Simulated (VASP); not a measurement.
# MgI2 (P-3m1) in VASP: single point with r2SCAN

Aim: the single point of MgI2 with r2SCAN.

Everything below comes from runs of VASP 6.6.1. Logs are shortened: lines on timing, memory, paths and dates and some standing lists are left out, and cuts for length are marked.

## 1. The cell of the first run

The structure is trigonal, space group P-3m1 (No. 164). The conventional cell has a = 4.157 Å, b = 4.157 Å, c = 6.873 Å, α = 90.00°, β = 90.00°, γ = 120.00°. Within 3.8 Å of Mg (site symmetry -3m) lie 6 I at 2.92 Å. Within 3.8 Å of I (site symmetry 3m) lie 3 Mg at 2.92 Å.

## 2. Single point, r2SCAN

The input, POSCAR:

```
MgI2
1.0
    4.1572130713      0.0000000000      0.0000000000
   -2.0786065356      3.6002521287      0.0000000000
    0.0000000000      0.0000000000      6.8733252316
Mg I
1 2
Direct
    0.0000000000      0.0000000000      0.0000000000
    0.3333333333      0.6666666667      0.2426220932
    0.6666666667      0.3333333333      0.7573779068
```

The input, INCAR.step1:

```
SYSTEM = MgI2
PREC = Accurate
ENCUT = 520
ISMEAR = 0
SIGMA = 0.01
LREAL = .FALSE.
LASPH = .TRUE.
NELM = 60
NBANDS = 15
GGA = PE
ALGO = Normal
EDIFF = 1E-4
LWAVE = .TRUE.
LCHARG = .FALSE.
```

The input, INCAR.step2:

```
SYSTEM = MgI2
PREC = Accurate
ENCUT = 520
EDIFF = 1E-6
ISMEAR = 0
SIGMA = 0.01
LREAL = .FALSE.
LASPH = .TRUE.
NELM = 60
ALGO = Normal
ISIF = 2
LWAVE = .FALSE.
LCHARG = .FALSE.
METAGGA = R2SCAN
LMIXTAU = .TRUE.
NBANDS = 15
ISTART = 1
```

The input, KPOINTS:

```
Automatic mesh
0
G
  12 12 4
  0 0 0
```

Potentials or basis: VASP PAW PBE potentials, release 64 (Mg, I).

Launch:

```
$ cat potpaw_PBE.64/Mg/POTCAR potpaw_PBE.64/I/POTCAR > POTCAR
$ cp INCAR.step1 INCAR
$ mpirun -np 1 vasp_std > vasp.out
$ cp INCAR.step2 INCAR
$ mpirun -np 1 vasp_std > vasp.out
```

OUTCAR:

```text
SYSTEM = MgI2
   PREC = Accurate
   ENCUT = 520
   EDIFF = 1E-6
   ISMEAR = 0
   LREAL = .FALSE.
   LASPH = .TRUE.
   NELM = 60
   ISIF = 2
   METAGGA = R2SCAN
   ISTART = 1

 ion  position               nearest neighbor table
   1  0.000  0.000  0.000-   2 2.92   3 2.92   2 2.92   3 2.92   3 2.92   2 2.92
   2  0.333  0.667  0.243-   1 2.92   1 2.92   1 2.92
   3  0.667  0.333  0.757-   1 2.92   1 2.92   1 2.92

  LATTYP: Found a hexagonal cell.
 ALAT       =     4.1572130713
 C/A-ratio  =     1.6533492784

  Lattice vectors:

 A1 = (   4.1572130713,   0.0000000000,   0.0000000000)
 A2 = (  -2.0786065356,   3.6002521287,   0.0000000000)
 A3 = (   0.0000000000,   0.0000000000,   6.8733252316)

Analysis of symmetry for initial positions (statically):
=====================================================================
 Subroutine PRICEL returns:
 Original cell was already a primitive cell.

 Routine SETGRP: Setting up the symmetry group for a
 hexagonal supercell.

 Subroutine GETGRP returns: Found 12 space group operations
 (whereof 12 operations were pure point group operations)
 out of a pool of 24 trial point group operations.

The static configuration has the point symmetry D_3d.

Analysis of symmetry for dynamics (positions and initial velocities):
=====================================================================
 Subroutine PRICEL returns:
 Original cell was already a primitive cell.

 Routine SETGRP: Setting up the symmetry group for a
 hexagonal supercell.

 Subroutine GETGRP returns: Found 12 space group operations
 (whereof 12 operations were pure point group operations)
 out of a pool of 24 trial point group operations.

The dynamic configuration has the point symmetry D_3d.

 Subroutine INISYM returns: Found 12 space group operations
 (whereof 12 operations are pure point group operations),
 and found     1 'primitive' translations

----------------------------------------------------------------------------------------

                                     Primitive cell

  volume of cell :     102.8732

  direct lattice vectors                    reciprocal lattice vectors
     4.157213071  0.000000000  0.000000000     0.240545765  0.138879162  0.000000000
    -2.078606536  3.600252129  0.000000000     0.000000000  0.277758325  0.000000000
     0.000000000  0.000000000  6.873325232     0.000000000  0.000000000  0.145489987

  length of vectors
     4.157213071  4.157213071  6.873325232     0.277758325  0.277758325  0.145489987

  position of ions in fractional coordinates (direct lattice)
     0.000000000  0.000000000  0.000000000
     0.333333333  0.666666667  0.242622093
     0.666666667  0.333333333  0.757377907

  ion indices of the primitive-cell ions
   primitive index   ion index
                 1           1
                 2           2
                 3           3

----------------------------------------------------------------------------------------

 KPOINTS: Automatic mesh

Automatic generation of k-mesh.
 Grid dimensions read from file:
 generate k-points for:   12   12    4

 Generating k-lattice:

  Cartesian coordinates                     Fractional coordinates (reciprocal lattice)
     0.020045480  0.011573264  0.000000000     0.083333333 -0.000000000  0.000000000
     0.000000000  0.023146527  0.000000000     0.000000000  0.083333333  0.000000000
     0.000000000  0.000000000  0.036372497     0.000000000  0.000000000  0.250000000

  Length of vectors
     0.023146527  0.023146527  0.036372497

  Shift w.r.t. Gamma in fractional coordinates (k-lattice)
     0.000000000  0.000000000  0.000000000

 Subroutine IBZKPT returns following result:
 ===========================================

 Found     69 irreducible k-points:

 Following reciprocal coordinates:
            Coordinates               Weight
  0.000000  0.000000  0.000000      1.000000
  0.083333  0.000000  0.000000      6.000000
  0.166667  0.000000  0.000000      6.000000
  0.250000  0.000000  0.000000      6.000000
  0.333333  0.000000  0.000000      6.000000
  0.416667  0.000000  0.000000      6.000000
[... 16 lines left out ...]
  0.166667  0.000000  0.250000      6.000000
  0.000000  0.166667  0.250000      6.000000
 [... further k-points ...]
   k-points           NKPTS =     69   k-points in BZ     NKDIM =     69   number of bands    NBANDS=     15
   number of dos      NEDOS =    301   number of ions     NIONS =      3
   total plane-waves  NPLWV =  55296
   dimension x,y,z NGX =    32 NGY =   32 NGZ =   54
   dimension x,y,z NGXF=    64 NGYF=   64 NGZF=  108
   ions per type =               1   2
   NGX,Y,Z   is equivalent  to a cutoff of  12.80, 12.80, 13.06 a.u.
   NGXF,Y,Z  is equivalent  to a cutoff of  25.59, 25.59, 26.12 a.u.
 SYSTEM =  MgI2
   PREC   = accura    normal or accurate (medium, high low for compatibility)
   ISTART =      1    job   : 0-new  1-cont  2-samecut
   ICHARG =      0    charge: 1-file 2-atom 10-const
   ISPIN  =      1    spin polarized calculation?
   LNONCOLLINEAR =      F non collinear calculations
   LSORBIT =      F    spin-orbit coupling
   LASPH  =      T    aspherical Exc in radial PAW
   ENCUT  =  520.0 eV  38.22 Ry    6.18 a.u.   7.73  7.73 12.78*2*pi/ulx,y,z
   NELM   =     60;   NELMIN=  2; NELMDL=  0     # of ELM steps
   EDIFF  = 0.1E-05   stopping-criterion for ELM
   LREAL  =      F    real-space projection
   EDIFFG = 0.1E-04   stopping-criterion for IOM
   NSW    =      0    number of steps for IOM
   IBRION =     -1    ionic relax: 0-MD 1-quasi-New 2-CG
   NFREE  =      0    steps in history (QN), initial steepest desc. (CG)
   ISIF   =      2    stress and relaxation
   ISYM   =      2    0-nonsym 1-usesym 2-fastsym
   POTIM  = 0.5000    time-step for ionic-motion
   TEBEG  =    0.0;   TEEND  =   0.0 temperature during run
   PSTRESS=    0.0 pullay stress
   NELECT =      16.0000    total number of electrons
   NUPDOWN=      -1.0000    fix difference up-down
   EMIN   =  10.00;   EMAX   =-10.00  energy-range for DOS
   EFERMI =   0.00;   METHOD = LEGACY
   ISMEAR =     0;   SIGMA  =   0.01  broadening in eV -4-tet -1-fermi 0-gaus
   EFERMI_NEDOS =   21; number of points for ismear=-14 and -15
   IALGO  =     38    algorithm
   IMIX   =      4    mixing-type and parameters
     AMIX     =   0.40;   BMIX     =  1.00
     AMIX_MAG =   1.60;   BMIX_MAG =  1.00
  volume/ion in A,a.u.               =      34.29       231.41
  Fermi-wavevector in a.u.,A,eV,Ry     =   0.880402  1.663718 10.545969  0.775107
  Thomas-Fermi vector in A             =   2.000757
   LORBIT       =      0    0 simple, 1 ext, 2 COOP (PROOUT), +10 PAW based schemes
   METAGGA = R2SCAN    functional components
   LHFCALC =     F    Hartree Fock is set to
   AEXX    =    0.0000 exact exchange contribution
   IVDW    =     0    specifies the selected vdW correction
   LEPSILON=     F    determine dielectric tensor
   LRPA    =     F    only Hartree local field effects (RPA)
 non-spin polarized calculation
 Gauss-broadening in eV      SIGMA  =   0.01
  energy-cutoff  :      520.00
  volume of cell :      102.87
 maximum number of plane-waves:      2814
 NGX is ok and might be reduce to    32
   NGX = 15   NGY = 15   NGZ = 25

 number of electron      16.0000001 magnetization

 Free energy of the ion-electron system (eV)
  ---------------------------------------------------
  ext. energy  EPLUGINS =         0.00000000
  ---------------------------------------------------
  free energy    TOTEN  =       -56.92596281 eV

  energy without entropy =      -56.92596281  energy(sigma->0) =      -56.92596281

 E-fermi :   2.1000     XC(G=0):  -8.5567

 val. band max:        2.0027316212   @ k =   0.0000   0.0000   0.0000
 cond. band min:       6.1046665422   @ k =   0.5000   0.0000   0.2500
 fundamental gap:      4.1019349211
 Fermi energy:         2.1000012339

 k-point     1 :       0.0000    0.0000    0.0000
  band No.  band energies     occupation
      1     -10.4499      2.00000
      2      -9.6971      2.00000
      3      -1.5643      2.00000
      4       1.5123      2.00000
      5       1.5123      2.00000
      6       1.9115      2.00000
      7       1.9115      2.00000
      8       2.0027      2.00000
      9       6.4825      0.00000
     10       7.4174      0.00000
     11       9.2851      0.00000
     12       9.2851      0.00000
     13      10.1032      0.00000
     14      10.7541      0.00000
     15      10.7541      0.00000

 k-point     2 :       0.0833    0.0000    0.0000
  band No.  band energies     occupation
      1     -10.4114      2.00000
      2      -9.6767      2.00000
      3      -1.5113      2.00000
      4       1.2194      2.00000
      5       1.4174      2.00000
      6       1.6524      2.00000
      7       1.9043      2.00000
      8       1.9805      2.00000
      9       6.7854      0.00000
     10       7.7104      0.00000
     11       8.9221      0.00000
     12       9.4077      0.00000
     13      10.3291      0.00000
     14      10.5047      0.00000
     15      10.8794      0.00000

 k-point     3 :       0.1667    0.0000    0.0000
  band No.  band energies     occupation
      1     -10.3013      2.00000
      2      -9.6216      2.00000
      3      -1.3620      2.00000
      4       0.5373      2.00000
      5       1.0747      2.00000
      6       1.2027      2.00000
      7       1.8509      2.00000
      8       1.9009      2.00000
      9       7.2948      0.00000
     10       8.0373      0.00000
     11       8.8359      0.00000
     12       9.6704      0.00000
     13       9.8137      0.00000
     14      10.6018      0.00000
     15      11.1522      0.00000
[... 343 lines left out ...]
 k-point    23 :       0.1667    0.0000    0.2500
  band No.  band energies     occupation
      1     -10.2394      2.00000
      2      -9.7035      2.00000
      3      -1.0831      2.00000
      4       0.4548      2.00000
      5       1.0096      2.00000
      6       1.2544      2.00000
      7       1.6146      2.00000
      8       1.7873      2.00000
      9       7.4712      0.00000
     10       8.1506      0.00000
     11       8.8422      0.00000
     12       9.5156      0.00000
     13       9.7032      0.00000
     14      10.3912      0.00000
     15      11.3058      0.00000

 k-point    24 :       0.0000    0.1667    0.2500
  band No.  band energies     occupation
      1     -10.2399      2.00000
      2      -9.7028      2.00000
      3      -1.1101      2.00000
      4       0.6546      2.00000
      5       0.8389      2.00000
      6       1.2646      2.00000
      7       1.6100      2.00000
      8       1.7727      2.00000
      9       7.2407      0.00000
     10       8.3215      0.00000
     11       9.1911      0.00000
     12       9.5601      0.00000
     13       9.7985      0.00000
     14      10.3355      0.00000
     15      10.9172      0.00000

 [... further k-points ...]

------------------------ aborting loop because EDIFF is reached ----------------------------------------

  FORCE on cell =-STRESS in cart. coord.  units (eV):
  Direction    XX          YY          ZZ          XY          YZ          ZX
  --------------------------------------------------------------------------------------
  -------------------------------------------------------------------------------------
  Total        0.3110849      0.3110849      0.3625176      0.0000000     -0.0000000      0.0000000
  in kB        4.8449283      4.8449283      5.6459572      0.0000000     -0.0000000      0.0000000
  external PRESSURE =       5.1119380 kB  Pullay stress =       0.0000000 kB

 VOLUME and BASIS-vectors are now :
 -----------------------------------------------------------------------------
  energy-cutoff  :      520.00
  volume of cell :      102.87
      direct lattice vectors                 reciprocal lattice vectors
     4.157213071  0.000000000  0.000000000     0.240545765  0.138879162  0.000000000
    -2.078606536  3.600252129  0.000000000     0.000000000  0.277758325  0.000000000
     0.000000000  0.000000000  6.873325232     0.000000000  0.000000000  0.145489987

 POSITION                                       TOTAL-FORCE (eV/Angst)
 -----------------------------------------------------------------------------------
      0.00000      0.00000      0.00000        -0.000000      0.000000     -0.000000
     -0.00000      2.40017      1.66762        -0.000000     -0.000000     -0.043268
      2.07861      1.20008      5.20570         0.000000      0.000000      0.043268
 -----------------------------------------------------------------------------------
    total drift:                               -0.000000      0.000000      0.000000

  FREE ENERGIE OF THE ION-ELECTRON SYSTEM (eV)
  ---------------------------------------------------
  free  energy   TOTEN  =       -56.9259628122 eV

  energy  without entropy=      -56.9259628122  energy(sigma->0) =      -56.92596281
```

Run time: 10 min. Hardware: 1 thread of AMD EPYC 7R43 (Zen 3), shared host; peak memory 0.27 GiB.

What came out:

```
Free energy            : -56.9260 eV
Pressure               : 0.5 GPa
Largest force          : 0.043 eV/Å
Band gap on the k mesh : 4.10 eV (least direct gap 4.48 eV)
```

Forces in eV/Å, atoms in the order of the input:
```
Mg   0.000  0.000  0.000
I    0.000  0.000 -0.043
I    0.000  0.000  0.043
```

Caveat: the PAW data sets were made with another functional, which shifts forces and pressure a little; spin-orbit coupling is left out, which moves the levels of the heavy elements. A k mesh can miss the band edges.
